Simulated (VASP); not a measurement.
# Ta9Al in VASP: further runs, part 2 of 2

VASP 6.6.1.

**3. Single point, PBE**

File INCAR:

```
SYSTEM = Ta9Al
PREC = Accurate ; ENCUT = 520
EDIFF = 1E-6 ; ISMEAR = 0
SIGMA = 0.1 ; LREAL = Auto
LASPH = .True. ; NELM = 80
ALGO = Fast ; ISIF = 2
LWAVE = .False. ; LCHARG = .True.
GGA = PE ; LELF = .True.
LVHAR = .True. ; NBANDS = 118
ISYM = 0
```

File KPOINTS:

```
Automatic mesh
0
Gamma
  2 2 2
  0.5 0.5 0.5
```

File POSCAR:

```
Ta9Al
1.0
   -4.9477686177      5.0343704873     -1.5769487959
   -4.9509640033     -1.6087661163      4.9485046827
    1.5775734798      5.0340778530      4.9450166628
Al Ta
2 18
Direct
    0.2002103089      0.2000563717      0.1996996326
    0.7003831210      0.2000402881      0.6998648520
    0.0028727660      1.0003162354      0.0024847804
    0.5020560032      0.4975364344      0.0016822204
    0.6023281550      0.0999059797      0.1019852100
    0.0983515723      0.5984267376      0.0977888178
    0.7002208379      0.7001017610      0.1998623905
    0.7981954379      0.3002521666      0.2977515231
    0.3020702970      0.8017650251      0.3018223000
    0.3975194366      0.3999096168      0.3970841430
    0.5029402664      1.0002736550      0.5025515913
    0.0021268525      0.4975534869      0.5016727165
    0.1023564771      0.0999907261      0.6018491941
    0.8983273102      0.9026538878      0.3980467790
    0.5983200947      0.5983689919      0.5978665622
    0.2002388888      0.7000840556      0.6998242001
    0.2982603383      0.3002368469      0.7976437225
    0.8020960088      0.8017219092      0.8019180439
    0.8975812364      0.3999282203      0.8971683604
    0.3983251440      0.9026505306      0.8980127976
```

Potentials or basis: VASP PAW PBE potentials, release 64 (Al, Ta_pv).

The run is started by

```
> cat potpaw_PBE.64/Al/POTCAR potpaw_PBE.64/Ta_pv/POTCAR > POTCAR
> mpirun -np 1 vasp_std > vasp.out
```

OUTCAR:

```text
SYSTEM = Ta9Al
   PREC = Accurate
   ENCUT = 520
   EDIFF = 1E-6
   ISMEAR = 0
   LREAL = Auto
   LASPH = .True.
   NELM = 80
   ISIF = 2
   GGA = PE
   ISYM = 0

 ion  position               nearest neighbor table
   1  0.200  0.200  0.200-   9 2.84   6 2.84   8 2.86  17 2.86   5 2.86  13 2.86   3 2.87  10 2.87
                            20 3.28  12 3.28   4 3.28  14 3.28  19 3.37  11 3.37
   2  0.700  0.200  0.700-  18 2.84  15 2.84  13 2.86   8 2.86   5 2.86  17 2.86  19 2.87  11 2.87
                            14 3.28   4 3.28  12 3.28  20 3.28   3 3.37  10 3.37
[... 682 lines left out ...]
  in kB        0.1622976     -0.0006202      0.4380719      0.0051161      0.0239152      0.1087466
  external PRESSURE =       0.1999164 kB  Pullay stress =       0.0000000 kB

 VOLUME and BASIS-vectors are now :
 -----------------------------------------------------------------------------
  energy-cutoff  :      520.00
  volume of cell :      360.47
      direct lattice vectors                 reciprocal lattice vectors
    -4.947768618  5.034370487 -1.576948796    -0.091176161  0.089574643 -0.062100627
    -4.950964003 -1.608766116  4.948504683    -0.091084604 -0.060972814  0.091129025
     1.577573480  5.034077853  4.945016663     0.062073087  0.089580868  0.091226807

 POSITION                                       TOTAL-FORCE (eV/Angst)
 -----------------------------------------------------------------------------------
     -1.66603      1.69139      1.66178        -0.004706      0.001855      0.001679
     -3.35164      6.72734      3.34628        -0.000098     -0.000968      0.001230
     -0.01186      0.02646      0.00932         0.016471     -0.014769     -0.016600
     -4.94469      1.73558      1.67866         0.014033     -0.015107     -0.019218
     -3.31392      3.38502      0.04886         0.021622     -0.006233     -0.021600
     -3.29514      0.02469      3.28979         0.002373     -0.021054      0.002753
[... 12 lines left out ...]
     -5.00571      8.39178      5.00012        -0.013527      0.015530      0.011769
     -5.02313      5.07383      8.27932        -0.015866      0.020253      0.017351
 -----------------------------------------------------------------------------------
    total drift:                               -0.007446      0.002192      0.000467

  FREE ENERGIE OF THE ION-ELECTRON SYSTEM (eV)
  ---------------------------------------------------
  free  energy   TOTEN  =      -220.5158051341 eV

  energy  without entropy=     -220.4094700956  energy(sigma->0) =     -220.46263761
```

OSZICAR:

```text
N       E                     dE             d eps       ncg     rms          rms(c)
DAV:   1     0.221223011975E+04    0.22122E+04   -0.11157E+05   960   0.179E+03
DAV:   2    -0.829716397082E+02   -0.22952E+04   -0.22402E+04   980   0.539E+02
DAV:   3    -0.222267380712E+03   -0.13930E+03   -0.13081E+03  1186   0.106E+02
DAV:   4    -0.229172290782E+03   -0.69049E+01   -0.64508E+01  1120   0.185E+01
DAV:   5    -0.229464177755E+03   -0.29189E+00   -0.28931E+00  1200   0.345E+00    0.560E+01
RMM:   6    -0.222320683160E+03    0.71435E+01   -0.97737E+00   965   0.995E+00    0.270E+01
RMM:   7    -0.220573340916E+03    0.17473E+01   -0.10283E+01   995   0.950E+00    0.224E+00
RMM:   8    -0.220538086510E+03    0.35254E-01   -0.13501E+00  1185   0.284E+00    0.180E+00
RMM:   9    -0.220518728161E+03    0.19358E-01   -0.26877E-01  1239   0.112E+00    0.879E-01
RMM:  10    -0.220514106369E+03    0.46218E-02   -0.82377E-02  1154   0.701E-01    0.442E-01
RMM:  11    -0.220515450262E+03   -0.13439E-02   -0.23641E-02  1354   0.320E-01    0.253E-01
RMM:  12    -0.220515752044E+03   -0.30178E-03   -0.43946E-03  1283   0.156E-01    0.798E-02
RMM:  13    -0.220515806956E+03   -0.54913E-04   -0.12140E-03  1345   0.786E-02    0.396E-02
RMM:  14    -0.220515801208E+03    0.57481E-05   -0.27797E-04  1245   0.404E-02    0.216E-02
RMM:  15    -0.220515805894E+03   -0.46859E-05   -0.10299E-04  1273   0.230E-02    0.105E-02
RMM:  16    -0.220515804315E+03    0.15786E-05   -0.32027E-05  1123   0.136E-02    0.558E-03
RMM:  17    -0.220515804923E+03   -0.60722E-06   -0.11080E-05  1004   0.696E-03    0.255E-03
RMM:  18    -0.220515805134E+03   -0.21160E-06   -0.24789E-06   714   0.321E-03
   1 F= -.22051581E+03 E0= -.22046264E+03  d E =-.106335E+00
```

Run time: 4.3 min. Hardware: 1 thread of Intel Xeon Platinum 8488C (Sapphire Rapids), shared host; peak memory 0.44 GiB.

What came out:

* Free energy: -220.5158 eV
* Pressure: 0.0 GPa
* Largest force: 0.033 eV/Å
* Band gap on the k mesh: zero (bands 102 and 103 overlap by 0.01 eV)

Forces on the atoms (eV/Å):
```
Al  -0.005  0.002  0.002
Al   0.000 -0.001  0.001
Ta   0.016 -0.015 -0.017
Ta   0.014 -0.015 -0.019
Ta   0.022 -0.006 -0.022
Ta   0.002 -0.021  0.003
Ta   0.001  0.000 -0.001
Ta  -0.021 -0.001  0.025
Ta  -0.001  0.023  0.000
Ta  -0.015  0.016  0.012
Ta   0.018 -0.014 -0.015
Ta   0.018 -0.020 -0.016
Ta   0.023  0.000 -0.023
Ta  -0.017  0.019  0.016
Ta  -0.001 -0.021  0.000
Ta  -0.001 -0.001  0.001
Ta  -0.021  0.000  0.025
Ta  -0.002  0.019 -0.003
Ta  -0.014  0.016  0.012
Ta  -0.016  0.020  0.017
```

Caveat: the k points lie up to 0.45 Å⁻¹ apart; spin-orbit coupling is left out, which moves the levels of the heavy elements.
